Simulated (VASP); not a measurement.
# SbC30 (a cell with a defect) in VASP: settings compared

Aim: see how the results for SbC30 (a cell with a defect) move with the level of theory and the settings. Levels: PBE, LDA. Tasks: single point.

All numbers are computed with VASP 6.6.1; they aren't measurements. Logs are shortened: lines on timing, memory, paths and dates and some standing lists are left out, and cuts for length are marked.

### 1 The cell of the first run

The cell holds a defect, 31 atoms: a = 6.186 Å, b = 6.186 Å, c = 6.186 Å, α = 109.47°, β = 109.47°, γ = 109.47°.

### 2 Single point, PBE

INCAR

```
PREC     = Accurate       # precision mode
ENCUT    = 520            # plane-wave cutoff, eV
EDIFF    = 1E-6           # SCF threshold, eV
ISMEAR   = -1             # smearing method
SIGMA    = 0.01           # smearing width, eV
LREAL    = Auto         
LASPH    = T              # aspherical terms in the spheres
NELM     = 120            # most SCF steps
ALGO     = Normal         # electronic algorithm
ISIF     = 2              # what is computed and relaxed
LWAVE    = F              # write WAVECAR
LCHARG   = F              # write CHGCAR
GGA      = PE             # functional
NBANDS   = 84             # bands
NELECT   = 126.0        
GGA_COMPAT= F
```

KPOINTS

```
Automatic mesh
0
Gamma
  1 1 1
```

POSCAR

```
SbC30
1.0
   -3.5716218665      3.5716218665      3.5716218665
    3.5716218665     -3.5716218665      3.5716218665
    3.5716218665      3.5716218665     -3.5716218665
C Sb
30 1
Direct
    0.0046236415      0.0044873284      0.0062092977
    0.0046235399      0.2551864025      0.7555233466
   -0.0014428027      0.5021459765      0.5084210185
   -0.0014499363      0.7573951956      0.2531704649
    0.2548019242      0.0057231239      0.7567448466
    0.2515803802      0.2491223592      0.5084210468
    0.2515847369      0.7573998141      0.0001453861
    0.4977614663      0.0248410651      0.4993514634
    0.5068346545      0.2491214581      0.2531698633
    0.5068344683      0.5021468461      0.0001404532
    0.4977729749      0.7483307713      0.7758661835
    0.7551579961      0.0057216339      0.2563896466
    0.7539303213      0.2551890827      0.0062132294
    0.7551583624      0.5053575756      0.7567403648
    0.7742825764      0.7483343584      0.4993584602
    0.0038370554      0.0037032218      0.7547301749
    0.0025990695      0.2531646551      0.5045512868
   -0.0165163245      0.5105571110      0.2615801204
    0.0025985644      0.7535176459      0.0041863199
    0.2509252251      0.0097701709      0.5077621070
    0.2599944921      0.2340483706      0.2615771730
    0.2599981766      0.5105608767     -0.0149311069
    0.2509271072      0.7567422292      0.7607897555
    0.5061724163      0.0097692466      0.2525141824
    0.5029580579      0.2531628356      0.0041876613
    0.5061771836      0.5014874592      0.7607841836
    0.7531434412      0.0037025723      0.0054227021
    0.7531392806      0.2543937299      0.7547270356
    0.7592054821      0.5014897048      0.5077624748
    0.7591991467      0.7567419215      0.2525149589
    0.3788842737      0.6294482408      0.3804656051
```

Potentials or basis: VASP PAW PBE potentials, release 64 (C, Sb).

Command:

```console
cat potpaw_PBE.64/C/POTCAR potpaw_PBE.64/Sb/POTCAR > POTCAR
mpirun -np 1 vasp_gam > vasp.out
```

OUTCAR:

```text
PREC = Accurate
   ENCUT = 520
   EDIFF = 1E-6
   ISMEAR = -1
   LREAL = Auto
   LASPH = T
   NELM = 120
   ISIF = 2
   GGA = PE
   NELECT = 126.0

 ion  position               nearest neighbor table
   1  0.005  0.004  0.006-  21 1.53  19 1.54  16 1.55  27 1.55
   2  0.005  0.255  0.756-  22 1.53  17 1.54  28 1.55  16 1.55
   3  0.999  0.502  0.508-  29 1.48  18 1.52  17 1.54  23 1.57  31 2.68
   4  0.999  0.757  0.253-  30 1.48  18 1.52  19 1.54  20 1.57  31 2.68
   5  0.255  0.006  0.757-  25 1.53  23 1.54  20 1.54  16 1.54
   6  0.252  0.249  0.508-  20 1.48  21 1.52  17 1.54  26 1.57  31 2.68
   7  0.252  0.757  0.000-  23 1.48  22 1.52  19 1.54  24 1.57  31 2.68
   8  0.498  0.025  0.499-  20 1.52  24 1.52  28 1.53  31 2.07
   9  0.507  0.249  0.253-  24 1.48  21 1.52  25 1.54  29 1.57  31 2.68
  10  0.507  0.502  0.000-  26 1.48  22 1.52  25 1.54  30 1.57  31 2.68
  11  0.498  0.748  0.776-  26 1.52  23 1.52  27 1.53  31 2.08
  12  0.755  0.006  0.256-  17 1.53  30 1.54  24 1.54  27 1.54
  13  0.754  0.255  0.006-  18 1.53  25 1.54  28 1.55  27 1.55
  14  0.755  0.505  0.757-  19 1.53  29 1.54  26 1.54  28 1.54
  15  0.774  0.748  0.499-  30 1.52  29 1.52  16 1.53  31 2.07
  16  0.004  0.004  0.755-  15 1.53   5 1.54   1 1.55   2 1.55
  17  0.003  0.253  0.505-  12 1.53   3 1.54   6 1.54   2 1.54
  18  0.983  0.511  0.262-   4 1.52   3 1.52  13 1.53  31 2.08
  19  0.003  0.754  0.004-  14 1.53   7 1.54   4 1.54   1 1.54
  20  0.251  0.010  0.508-   6 1.48   8 1.52   5 1.54   4 1.57  31 2.68
  21  0.260  0.234  0.262-   9 1.52   6 1.52   1 1.53  31 2.08
  22  0.260  0.511  0.985-  10 1.52   7 1.52   2 1.53  31 2.07
  23  0.251  0.757  0.761-   7 1.48  11 1.52   5 1.54   3 1.57  31 2.68
  24  0.506  0.010  0.253-   9 1.48   8 1.52  12 1.54   7 1.57  31 2.68
  25  0.503  0.253  0.004-   5 1.53   9 1.54  10 1.54  13 1.54
  26  0.506  0.501  0.761-  10 1.48  11 1.52  14 1.54   6 1.57  31 2.68
  27  0.753  0.004  0.005-  11 1.53  12 1.54   1 1.55  13 1.55
  28  0.753  0.254  0.755-   8 1.53  14 1.54   2 1.55  13 1.55
  29  0.759  0.501  0.508-   3 1.48  15 1.52  14 1.54   9 1.57  31 2.68
  30  0.759  0.757  0.253-   4 1.48  15 1.52  12 1.54  10 1.57  31 2.68
  31  0.379  0.629  0.380-   8 2.07  22 2.07  15 2.07  21 2.08  18 2.08  11 2.08  30 2.68  24 2.68
                             7 2.68  10 2.68  26 2.68   9 2.68  29 2.68  20 2.68  23 2.68   6 2.68

  LATTYP: Found a body centered cubic cell.
 ALAT       =     7.1432437330

  Lattice vectors:

 A1 = (  -3.5716218665,   3.5716218665,   3.5716218665)
 A2 = (   3.5716218665,  -3.5716218665,   3.5716218665)
 A3 = (   3.5716218665,   3.5716218665,  -3.5716218665)

Analysis of symmetry for initial positions (statically):
=====================================================================
 Subroutine PRICEL returns:
 Original cell was already a primitive cell.

 Routine SETGRP: Setting up the symmetry group for a
 body centered cubic supercell.

 Subroutine GETGRP returns: Found  2 space group operations
 (whereof  1 operations were pure point group operations)
 out of a pool of 48 trial point group operations.

The static configuration has the point symmetry C_1 .
 The point group associated with its full space group is C_1h.

Analysis of symmetry for dynamics (positions and initial velocities):
=====================================================================
 Subroutine PRICEL returns:
 Original cell was already a primitive cell.

 Routine SETGRP: Setting up the symmetry group for a
 body centered cubic supercell.

 Subroutine GETGRP returns: Found  2 space group operations
 (whereof  1 operations were pure point group operations)
 out of a pool of 48 trial point group operations.

The dynamic configuration has the point symmetry C_1 .
 The point group associated with its full space group is C_1h.

 Subroutine INISYM returns: Found  2 space group operations
 (whereof  1 operations are pure point group operations),
 and found     1 'primitive' translations

----------------------------------------------------------------------------------------

                                     Primitive cell

  volume of cell :     182.2453

  direct lattice vectors                    reciprocal lattice vectors
    -3.571621867  3.571621867  3.571621867     0.000000000  0.139992423  0.139992423
     3.571621867 -3.571621867  3.571621867     0.139992423  0.000000000  0.139992423
     3.571621867  3.571621867 -3.571621867     0.139992423  0.139992423  0.000000000

  length of vectors
     6.186230538  6.186230538  6.186230538     0.197979184  0.197979184  0.197979184

  position of ions in fractional coordinates (direct lattice)
     0.004623641  0.004487328  0.006209298
     0.004623540  0.255186403  0.755523347
     0.998557197  0.502145977  0.508421019
     0.998550064  0.757395196  0.253170465
     0.254801924  0.005723124  0.756744847
     0.251580380  0.249122359  0.508421047
[... 23 lines left out ...]
     0.759199147  0.756741922  0.252514959
     0.378884274  0.629448241  0.380465605

  ion indices of the primitive-cell ions
   primitive index   ion index
                 1           1
                 2           2
                 3           3
                 4           4
                 5           5
                 6           6
[... 23 lines left out ...]
                30          30
                31          31

----------------------------------------------------------------------------------------

 KPOINTS: Automatic mesh

Automatic generation of k-mesh.
 Grid dimensions read from file:
 generate k-points for:    1    1    1

 Generating k-lattice:

  Cartesian coordinates                     Fractional coordinates (reciprocal lattice)
     0.000000000  0.139992423  0.139992423     1.000000000  0.000000000  0.000000000
     0.139992423  0.000000000  0.139992423     0.000000000  1.000000000  0.000000000
     0.139992423  0.139992423  0.000000000     0.000000000  0.000000000  1.000000000

  Length of vectors
     0.197979184  0.197979184  0.197979184

  Shift w.r.t. Gamma in fractional coordinates (k-lattice)
     0.000000000  0.000000000  0.000000000

 Subroutine IBZKPT returns following result:
 ===========================================

 Found      1 irreducible k-points:

 Following reciprocal coordinates:
            Coordinates               Weight
  0.000000  0.000000  0.000000      1.000000
   k-points           NKPTS =      1   k-points in BZ     NKDIM =      1   number of bands    NBANDS=     84
   number of dos      NEDOS =    301   number of ions     NIONS =     31
   total plane-waves  NPLWV = 110592
   dimension x,y,z NGX =    48 NGY =   48 NGZ =   48
   dimension x,y,z NGXF=    96 NGYF=   96 NGZF=   96
   ions per type =              30   1
   NGX,Y,Z   is equivalent  to a cutoff of  12.90, 12.90, 12.90 a.u.
   NGXF,Y,Z  is equivalent  to a cutoff of  25.80, 25.80, 25.80 a.u.
 SYSTEM =  unknown system
   PREC   = accura    normal or accurate (medium, high low for compatibility)
   ISTART =      0    job   : 0-new  1-cont  2-samecut
   ICHARG =      2    charge: 1-file 2-atom 10-const
   ISPIN  =      1    spin polarized calculation?
   LNONCOLLINEAR =      F non collinear calculations
   LSORBIT =      F    spin-orbit coupling
   LASPH  =      T    aspherical Exc in radial PAW
   ENCUT  =  520.0 eV  38.22 Ry    6.18 a.u.  11.50 11.50 11.50*2*pi/ulx,y,z
   NELM   =    120;   NELMIN=  2; NELMDL= -5     # of ELM steps
   EDIFF  = 0.1E-05   stopping-criterion for ELM
   LREAL  =      T    real-space projection
   EDIFFG = 0.1E-04   stopping-criterion for IOM
   NSW    =      0    number of steps for IOM
[... 5 lines left out ...]
   TEBEG  =    0.0;   TEEND  =   0.0 temperature during run
   PSTRESS=    0.0 pullay stress
   NELECT =     126.0000    total number of electrons
   NUPDOWN=      -1.0000    fix difference up-down
   EMIN   =  10.00;   EMAX   =-10.00  energy-range for DOS
   EFERMI =   0.00;   METHOD = LEGACY
   ISMEAR =    -1;   SIGMA  =   0.01  broadening in eV -4-tet -1-fermi 0-gaus
   EFERMI_NEDOS =   21; number of points for ismear=-14 and -15
   IALGO  =     38    algorithm
   IMIX   =      4    mixing-type and parameters
     AMIX     =   0.40;   BMIX     =  1.00
     AMIX_MAG =   1.60;   BMIX_MAG =  1.00
  volume/ion in A,a.u.               =       5.88        39.67
  Fermi-wavevector in a.u.,A,eV,Ry     =   1.447592  2.735552 28.511320  2.095523
  Thomas-Fermi vector in A             =   2.565529
   LORBIT       =      0    0 simple, 1 ext, 2 COOP (PROOUT), +10 PAW based schemes
   GGA     = PE    functional components
   LHFCALC =     F    Hartree Fock is set to
   AEXX    =    0.0000 exact exchange contribution
   IVDW    =     0    specifies the selected vdW correction
   LEPSILON=     F    determine dielectric tensor
   LRPA    =     F    only Hartree local field effects (RPA)
 non-spin polarized calculation
  energy-cutoff  :      520.00
  volume of cell :      182.25
 maximum number of plane-waves:      2461
 NGX is ok and might be reduce to    48
   NGX = 23   NGY = 23   NGZ = 23

 number of electron     126.0000001 magnetization

 Free energy of the ion-electron system (eV)
  ---------------------------------------------------
  ext. energy  EPLUGINS =         0.00000000
  ---------------------------------------------------
  free energy    TOTEN  =      -249.82593492 eV

  energy without entropy =     -249.82593492  energy(sigma->0) =     -249.82593492

 E-fermi :  12.5411     XC(G=0): -13.3197

 val. band max:       12.2873139161   @ k =   0.0000   0.0000   0.0000
 cond. band min:      14.8241911750   @ k =   0.0000   0.0000   0.0000
 fundamental gap:      2.5368772589
 Fermi energy:        12.5410784771

 k-point     1 :       0.0000    0.0000    0.0000
  band No.  band energies     occupation
      1     -11.0837      2.00000
      2      -7.1091      2.00000
      3      -6.9021      2.00000
      4      -6.9020      2.00000
      5      -6.8609      2.00000
      6      -6.8608      2.00000
[... 67 lines left out ...]
     74      17.9004      0.00000
     75      18.1665      0.00000
 [bands above 75 left out]

------------------------ aborting loop because EDIFF is reached ----------------------------------------

  FORCE on cell =-STRESS in cart. coord.  units (eV):
  Direction    XX          YY          ZZ          XY          YZ          ZX
  --------------------------------------------------------------------------------------
  -------------------------------------------------------------------------------------
  Total       50.2933864     50.2933864     50.2552295    -16.6935017    -16.6999689    -16.6999686
  in kB      442.1453380    442.1453380    441.8098887   -146.7579433   -146.8147987   -146.8147964
  external PRESSURE =     442.0335216 kB  Pullay stress =       0.0000000 kB

 VOLUME and BASIS-vectors are now :
 -----------------------------------------------------------------------------
  energy-cutoff  :      520.00
  volume of cell :      182.25
      direct lattice vectors                 reciprocal lattice vectors
    -3.571621867  3.571621867  3.571621867     0.000000000  0.139992423  0.139992423
     3.571621867 -3.571621867  3.571621867     0.139992423  0.000000000  0.139992423
     3.571621867  3.571621867 -3.571621867     0.139992423  0.139992423  0.000000000

 POSITION                                       TOTAL-FORCE (eV/Angst)
 -----------------------------------------------------------------------------------
      0.02169      0.02266      0.01036         0.109604     -0.107946      0.108386
      3.59336      1.80353     -1.77050         0.108256      0.108256     -0.107643
      0.04289      3.58888      3.54406        -0.138924      0.386859      0.137032
      0.04292      1.76554      5.36734        -0.139448      0.132103      0.391233
      1.81319      3.59242     -1.77231        -0.415752      0.204728      0.203979
      1.80711      1.82467     -0.02757         0.386859     -0.138924      0.137032
[... 23 lines left out ...]
      0.89311      0.91066      4.51248         0.135981     -0.388529     -0.136595
      2.25380      0.46396      2.24250        -0.006843     -0.006843     -0.009617
 -----------------------------------------------------------------------------------
    total drift:                                0.103673      0.076134      0.069831

  FREE ENERGIE OF THE ION-ELECTRON SYSTEM (eV)
  ---------------------------------------------------
  free  energy   TOTEN  =      -249.8259349169 eV

  energy  without entropy=     -249.8259349169  energy(sigma->0) =     -249.82593492
```

It took 18 s on 1 thread of Intel Xeon 6975P-C (Granite Rapids), shared host; peak memory 0.3 GiB.

What came out:

| Quantity | Value |
| --- | --- |
| Free energy | -249.8259 eV |
| Largest force | 0.510 eV/Å |

Forces on the atoms (eV/Å):
```
C    0.110 -0.108  0.108
C    0.108  0.108 -0.108
C   -0.139  0.387  0.137
C   -0.139  0.132  0.391
C   -0.416  0.205  0.204
C    0.387 -0.139  0.137
C    0.389  0.134 -0.139
C   -0.135 -0.113 -0.136
C    0.132 -0.139  0.391
C    0.134  0.389 -0.139
C   -0.139 -0.139 -0.110
C    0.204  0.204 -0.421
C   -0.108  0.110  0.108
C    0.205 -0.416  0.204
C   -0.113 -0.135 -0.136
C    0.115 -0.101 -0.104
C   -0.200 -0.200  0.419
C    0.104  0.138  0.134
C   -0.199  0.422 -0.201
C   -0.138  0.136 -0.389
C    0.138  0.104  0.134
C    0.136  0.136  0.105
C   -0.137 -0.391  0.137
C   -0.389  0.136 -0.137
C    0.422 -0.199 -0.201
C   -0.391 -0.137  0.137
C   -0.105 -0.105  0.112
C   -0.101  0.115 -0.104
C    0.136 -0.138 -0.389
C    0.136 -0.389 -0.137
Sb  -0.007 -0.007 -0.010
```

Caveat: the k points lie up to 1.24 Å⁻¹ apart, too coarse for converged energies, forces and pressures; the cell carries a net charge on a neutralising background, which shifts energy and pressure; the cell is charged against a uniform background, so pressure and absolute levels hang on convention; spin-orbit coupling is left out, which moves the levels of the heavy elements.

### 3 Single point, PBE

INCAR

```
ALGO     = Normal         # electronic algorithm
EDIFF    = 1E-6           # SCF threshold, eV
ENCUT    = 520            # plane-wave cutoff, eV
GGA      = PE             # functional
GGA_COMPAT= F            
ISIF     = 2              # what is computed and relaxed
ISMEAR   = -1             # smearing method
LASPH    = T              # aspherical terms in the spheres
LCHARG   = F              # write CHGCAR
LREAL    = Auto         
LWAVE    = F              # write WAVECAR
NBANDS   = 84             # bands
NELECT   = 124.0        
NELM     = 120            # most SCF steps
PREC     = Accurate       # precision mode
SIGMA    = 0.01           # smearing width, eV
```

KPOINTS

```
k-points
0
Gamma
  1 1 1
```

POSCAR

```
SbC30
1.0
   -3.5716218665      3.5716218665      3.5716218665
    3.5716218665     -3.5716218665      3.5716218665
    3.5716218665      3.5716218665     -3.5716218665
C Sb
30 1
Direct
    0.0037249450      0.0043344659      0.0039210203
    0.0037247801      0.2539534865      0.7542963566
    0.0005986713      0.5021848575      0.5069636253
    0.0006168699      0.7570073132      0.2521519861
    0.2554914292      0.0054493815      0.7554133870
    0.2519527540      0.2508186424      0.5069652845
    0.2519529917      0.7570017180      0.0007908959
    0.4999830635      0.0282854062      0.5001788362
    0.5067714547      0.2508191013      0.2521467109
    0.5067734678      0.5021777996      0.0007874450
    0.4999892982      0.7502079015      0.7782336955
    0.7552179219      0.0054500113      0.2556791408
    0.7540966525      0.2539474458      0.0039073078
    0.7552227819      0.5057111160      0.7554134424
    0.7780558688      0.7502249947      0.5001850204
    0.0033036465      0.0039164862      0.7538806195
    0.0021858116      0.2524104692      0.5021126605
   -0.0206523121      0.5076396051      0.2576004763
    0.0021849320      0.7521514848      0.0023757716
    0.2506300571      0.0070435705      0.5056468315
    0.2574214668      0.2295882321      0.2576232522
    0.2574198712      0.5076497443     -0.0204464847
    0.2506396652      0.7556827055      0.7570093248
    0.5054509090      0.0070440995      0.2508275763
    0.5019157714      0.2524145904      0.0023786690
    0.5054462567      0.5008516815      0.7569923649
    0.7536820360      0.0039110418      0.0034941074
    0.7536854153      0.2535339442      0.7538745546
    0.7568012594      0.5008658898      0.5056447262
    0.7567985762      0.7556740453      0.2508198801
    0.3787068607      0.6289355073      0.3788943530
```

Potentials or basis: VASP PAW PBE potentials, release 64 (C, Sb).

Command:

```console
cat potpaw_PBE.64/C/POTCAR potpaw_PBE.64/Sb/POTCAR > POTCAR
mpirun -np 1 vasp_gam > vasp.out
```

Wall time 24 s (1 thread of Intel Xeon 6975P-C (Granite Rapids), shared host); peak memory 0.3 GiB.

The run converged. Its results:

```yaml
Free_energy: -274.4039 eV
Largest_force: 0.747 eV/Å
```

Forces in eV/Å, atoms in the order of the input:
```
C    0.172  0.023  0.173
C    0.172  0.174  0.020
C   -0.234  0.353  0.613
C   -0.233  0.614  0.345
C   -0.056  0.174  0.172
C    0.341 -0.224  0.604
C    0.340  0.610 -0.225
C   -0.184 -0.072 -0.180
C    0.598 -0.224  0.349
C    0.601  0.350 -0.226
C   -0.180 -0.174 -0.077
C    0.170  0.173 -0.049
C    0.015  0.175  0.174
C    0.172 -0.046  0.172
C   -0.079 -0.171 -0.174
C   -0.009 -0.170 -0.168
C   -0.166 -0.171  0.047
C    0.077  0.170  0.173
C   -0.168  0.044 -0.168
C   -0.607  0.226 -0.347
C    0.182  0.068  0.177
C    0.181  0.172  0.071
C   -0.611 -0.352  0.228
C   -0.341  0.225 -0.609
C    0.055 -0.170 -0.169
C   -0.339 -0.612  0.228
C   -0.165 -0.169 -0.016
C   -0.164 -0.020 -0.168
C    0.231 -0.620 -0.346
C    0.233 -0.348 -0.617
Sb  -0.005 -0.009 -0.009
```

Levels at points of the mesh, in eV from the Fermi level:
```tsv
k point	band 60	band 61	band 62	band 63	band 64	band 65
(0.00, 0.00, 0.00)	-3.17	-2.38	0.00	0.00	2.64	2.64
```

Caveat: the k points lie up to 1.24 Å⁻¹ apart, too coarse for converged energies, forces and pressures; the cell carries a net charge on a neutralising background, which shifts energy and pressure; the cell is charged against a uniform background, so pressure and absolute levels hang on convention; spin-orbit coupling is left out, which moves the levels of the heavy elements.

(Continued in part 2 of 2.)
